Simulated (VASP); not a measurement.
# TlIn4 (Im-3m) in VASP: single point with PBE

Aim: the single point of TlIn4 with PBE.

Everything below comes from runs of VASP 6.6.1. Logs are shortened: lines on timing, memory, paths and dates and some standing lists are left out, and cuts for length are marked.

## Step 1: The cell of the first run

The structure is cubic, space group Im-3m (No. 229). The conventional cell has a = 7.067 Å, b = 7.067 Å, c = 7.067 Å, α = 90.00°, β = 90.00°, γ = 90.00°. Tl (site symmetry m-3m) has 8 In at 3.06 Å within 4.0 Å. In (site symmetry -3m) has 2 Tl at 3.06 Å and 6 In at 3.53 Å within 4.0 Å.

## Step 2: Single point, PBE

Input file POSCAR:

```
TlIn4
1.0
   -3.5332892226      3.5332892226      3.5332892226
    3.5332892226     -3.5332892226      3.5332892226
    3.5332892226      3.5332892226     -3.5332892226
Tl In
1 4
Direct
    0.0000000000      0.0000000000      0.0000000000
    0.5000000000      0.5000000000      0.5000000000
    0.5000000000      0.0000000000      0.0000000000
    0.0000000000      0.0000000000      0.5000000000
    0.0000000000      0.5000000000      0.0000000000
```

Input file INCAR.step1:

```
SYSTEM = TlIn4
PREC = Accurate
ENCUT = 520
EDIFF = 1E-6
ISMEAR = 0
SIGMA = 0.1
LREAL = .False.
LASPH = .True.
NELM = 100
ALGO = Normal
ISIF = 2
LWAVE = .False.
LCHARG = .True.
GGA = PE
NBANDS = 40
```

Input file KPOINTS.step1:

```
Automatic mesh
0
Gamma
  8 8 8
  0 0 0
```

Input file INCAR.step2:

```
SYSTEM = TlIn4
PREC = Accurate
ENCUT = 520
EDIFF = 1E-6
ISMEAR = -5
SIGMA = 0.1
LREAL = .False.
LASPH = .True.
NELM = 100
ALGO = Normal
ISIF = 2
LWAVE = .False.
LCHARG = .False.
GGA = PE
LORBIT = 11
NEDOS = 2001
ICHARG = 11
```

Input file KPOINTS.step2:

```
Automatic mesh
0
Gamma
  12 12 12
  0 0 0
```

Potentials or basis: VASP PAW PBE potentials, release 64 (Tl_d, In_d).

Launch:

```bash
cat potpaw_PBE.64/Tl_d/POTCAR potpaw_PBE.64/In_d/POTCAR > POTCAR
cp INCAR.step1 INCAR
cp KPOINTS.step1 KPOINTS
mpirun -np 1 vasp_std > vasp.out
cp INCAR.step2 INCAR
cp KPOINTS.step2 KPOINTS
mpirun -np 1 vasp_std > vasp.out
```

OUTCAR:

```text
SYSTEM = TlIn4
   PREC = Accurate
   ENCUT = 520
   EDIFF = 1E-6
   ISMEAR = -5
   LREAL = .False.
   LASPH = .True.
   NELM = 100
   ISIF = 2
   GGA = PE
   LORBIT = 11
   ICHARG = 11

 ion  position               nearest neighbor table
   1  0.000  0.000  0.000-   2 3.06   3 3.06   4 3.06   5 3.06   4 3.06   5 3.06   3 3.06   2 3.06

   2  0.500  0.500  0.500-   1 3.06   1 3.06   4 3.53   5 3.53   3 3.53   5 3.53   4 3.53   3 3.53

   3  0.500  0.000  0.000-   1 3.06   1 3.06   4 3.53   5 3.53   2 3.53   2 3.53   4 3.53   5 3.53

   4  0.000  0.000  0.500-   1 3.06   1 3.06   3 3.53   5 3.53   2 3.53   5 3.53   3 3.53   2 3.53

   5  0.000  0.500  0.000-   1 3.06   1 3.06   3 3.53   4 3.53   2 3.53   4 3.53   2 3.53   3 3.53

  LATTYP: Found a body centered cubic cell.
 ALAT       =     7.0665784452

  Lattice vectors:

 A1 = (  -3.5332892226,   3.5332892226,   3.5332892226)
 A2 = (   3.5332892226,  -3.5332892226,   3.5332892226)
 A3 = (   3.5332892226,   3.5332892226,  -3.5332892226)

Analysis of symmetry for initial positions (statically):
=====================================================================
 Subroutine PRICEL returns:
 Original cell was already a primitive cell.

 Routine SETGRP: Setting up the symmetry group for a
 body centered cubic supercell.

 Subroutine GETGRP returns: Found 48 space group operations
 (whereof 48 operations were pure point group operations)
 out of a pool of 48 trial point group operations.

The static configuration has the point symmetry O_h .

Analysis of symmetry for dynamics (positions and initial velocities):
=====================================================================
 Subroutine PRICEL returns:
 Original cell was already a primitive cell.

 Routine SETGRP: Setting up the symmetry group for a
 body centered cubic supercell.

 Subroutine GETGRP returns: Found 48 space group operations
 (whereof 48 operations were pure point group operations)
 out of a pool of 48 trial point group operations.

The dynamic configuration has the point symmetry O_h .

 Subroutine INISYM returns: Found 48 space group operations
 (whereof 48 operations are pure point group operations),
 and found     1 'primitive' translations

----------------------------------------------------------------------------------------

                                     Primitive cell

[... 108 lines left out ...]
   PSTRESS=    0.0 pullay stress
   NELECT =      65.0000    total number of electrons
   NUPDOWN=      -1.0000    fix difference up-down
   EMIN   =  10.00;   EMAX   =-10.00  energy-range for DOS
   EFERMI =   0.00;   METHOD = LEGACY
   ISMEAR =    -5;   SIGMA  =   0.10  broadening in eV -4-tet -1-fermi 0-gaus
   EFERMI_NEDOS =   21; number of points for ismear=-14 and -15
   IALGO  =     38    algorithm
   IMIX   =      4    mixing-type and parameters
     AMIX     =   0.40;   BMIX     =  1.00
     AMIX_MAG =   1.60;   BMIX_MAG =  1.00
  volume/ion in A,a.u.               =      35.29       238.14
  Fermi-wavevector in a.u.,A,eV,Ry     =   1.173582  2.217748 18.739231  1.377295
  Thomas-Fermi vector in A             =   2.309993
   LORBIT       =     11    0 simple, 1 ext, 2 COOP (PROOUT), +10 PAW based schemes
   GGA     = PE    functional components
   LHFCALC =     F    Hartree Fock is set to
   AEXX    =    0.0000 exact exchange contribution
   IVDW    =     0    specifies the selected vdW correction
   LEPSILON=     F    determine dielectric tensor
   LRPA    =     F    only Hartree local field effects (RPA)
 non-spin polarized calculation
 Fermi weights with tetrahedron method with Bloechl corrections
  energy-cutoff  :      520.00
  volume of cell :      176.44
 maximum number of plane-waves:      4777
 NGX is ok and might be reduce to    48

 number of electron      64.9999972 magnetization

 Free energy of the ion-electron system (eV)
  ---------------------------------------------------
  ext. energy  EPLUGINS =         0.00000000
  ---------------------------------------------------
  free energy    TOTEN  =       -10.98375066 eV

  energy without entropy =      -10.98375066  energy(sigma->0) =      -10.98375066

 E-fermi :   4.6361     XC(G=0):  -8.7926

 val. band max:        4.6794965027   @ k =  -0.3333   0.3333   0.1667
 cond. band min:       4.5704608892   @ k =   0.2500   0.2500   0.0000
 fundamental gap:     -0.1090356135
 Fermi energy:         4.6361254322

 k-point     1 :       0.0000    0.0000    0.0000
  band No.  band energies     occupation
      1     -10.1323      2.00000
      2     -10.1146      2.00000
      3     -10.1146      2.00000
      4     -10.0448      2.00000
      5     -10.0448      2.00000
      6     -10.0448      2.00000
[... 997 lines left out ...]
     38       7.4288      0.00000
     39       7.9368      0.00000

 [... further k-points ...]

------------------------ aborting loop because EDIFF is reached ----------------------------------------

  FORCE on cell =-STRESS in cart. coord.  units (eV):
  Direction    XX          YY          ZZ          XY          YZ          ZX
  --------------------------------------------------------------------------------------
  -------------------------------------------------------------------------------------
  Total       -0.2440532     -0.2440532     -0.2440532      0.0000000      0.0000000      0.0000000
  in kB       -2.2161421     -2.2161421     -2.2161421      0.0000000      0.0000000      0.0000000
  external PRESSURE =      -2.2161421 kB  Pullay stress =       0.0000000 kB

 VOLUME and BASIS-vectors are now :
 -----------------------------------------------------------------------------
  energy-cutoff  :      520.00
  volume of cell :      176.44
      direct lattice vectors                 reciprocal lattice vectors
    -3.533289223  3.533289223  3.533289223     0.000000000  0.141511201  0.141511201
     3.533289223 -3.533289223  3.533289223     0.141511201  0.000000000  0.141511201
     3.533289223  3.533289223 -3.533289223     0.141511201  0.141511201  0.000000000

 POSITION                                       TOTAL-FORCE (eV/Angst)
 -----------------------------------------------------------------------------------
      0.00000      0.00000      0.00000        -0.000000      0.000000     -0.000000
      1.76664      1.76664      1.76664        -0.000000      0.000000      0.000000
     -1.76664      1.76664      1.76664         0.000000      0.000000      0.000000
      1.76664      1.76664     -1.76664         0.000000     -0.000000      0.000000
      1.76664     -1.76664      1.76664         0.000000     -0.000000     -0.000000
 -----------------------------------------------------------------------------------
    total drift:                                0.000000      0.000000     -0.000000

  FREE ENERGIE OF THE ION-ELECTRON SYSTEM (eV)
  ---------------------------------------------------
  free  energy   TOTEN  =       -10.9837506584 eV

  energy  without entropy=      -10.9837506584  energy(sigma->0) =      -10.98375066

 total charge

# of ion       s       p       d       tot
------------------------------------------
    1        1.135   0.562   9.639  11.335
    2        1.027   0.414   9.838  11.279
    3        1.027   0.414   9.838  11.279
    4        1.027   0.414   9.838  11.279
    5        1.027   0.414   9.838  11.279
--------------------------------------------------
tot          5.241   2.219  48.992  56.452
```

OUTCAR.step1:

```text
SYSTEM = TlIn4
   PREC = Accurate
   ENCUT = 520
   EDIFF = 1E-6
   ISMEAR = 0
   LREAL = .False.
[... 1270 lines left out ...]
     -1.76664      1.76664      1.76664         0.000000     -0.000000     -0.000000
      1.76664      1.76664     -1.76664        -0.000000      0.000000      0.000000
      1.76664     -1.76664      1.76664         0.000000     -0.000000     -0.000000
 -----------------------------------------------------------------------------------
    total drift:                                0.000000      0.000000     -0.000000

  FREE ENERGIE OF THE ION-ELECTRON SYSTEM (eV)
  ---------------------------------------------------
  free  energy   TOTEN  =       -11.0118925437 eV

  energy  without entropy=      -11.0012862905  energy(sigma->0) =      -11.00658942
```

OSZICAR.step1:

```text
N       E                     dE             d eps       ncg     rms          rms(c)
DAV:   1     0.647087018517E+03    0.64709E+03   -0.30416E+04  2320   0.192E+03
DAV:   2     0.557719576916E+02   -0.59132E+03   -0.57646E+03  2328   0.502E+02
DAV:   3    -0.857420382671E+01   -0.64346E+02   -0.63150E+02  2744   0.192E+02
DAV:   4    -0.110223087421E+02   -0.24481E+01   -0.24456E+01  2632   0.403E+01
DAV:   5    -0.111545110844E+02   -0.13220E+00   -0.13220E+00  3600   0.793E+00    0.576E+00
DAV:   6    -0.110368653623E+02    0.11765E+00   -0.18873E-01  3088   0.427E+00    0.339E+00
DAV:   7    -0.110112355271E+02    0.25630E-01   -0.14561E-01  2936   0.312E+00    0.664E-01
DAV:   8    -0.110117752400E+02   -0.53971E-03   -0.22241E-02  2728   0.154E+00    0.203E-01
DAV:   9    -0.110118558373E+02   -0.80597E-04   -0.10221E-03  3568   0.195E-01    0.218E-01
DAV:  10    -0.110118835588E+02   -0.27722E-04   -0.38004E-05  3184   0.390E-02    0.115E-01
DAV:  11    -0.110118916038E+02   -0.80450E-05   -0.10436E-04  2744   0.104E-01    0.388E-02
DAV:  12    -0.110118925437E+02   -0.93990E-06   -0.29985E-06  2184   0.150E-02
   1 F= -.11011893E+02 E0= -.11006589E+02  d E =-.106063E-01
```

Run time: 5 min. Hardware: 1 thread of Intel Xeon 6975P-C (Granite Rapids), shared host; peak memory 0.57 GiB.

What came out:

```yaml
Valence_electrons_inside_the_program's_atomic_spheres: Tl 11.34; In 11.28
```

Caveat: spin-orbit coupling is left out, which moves the levels of the heavy elements.
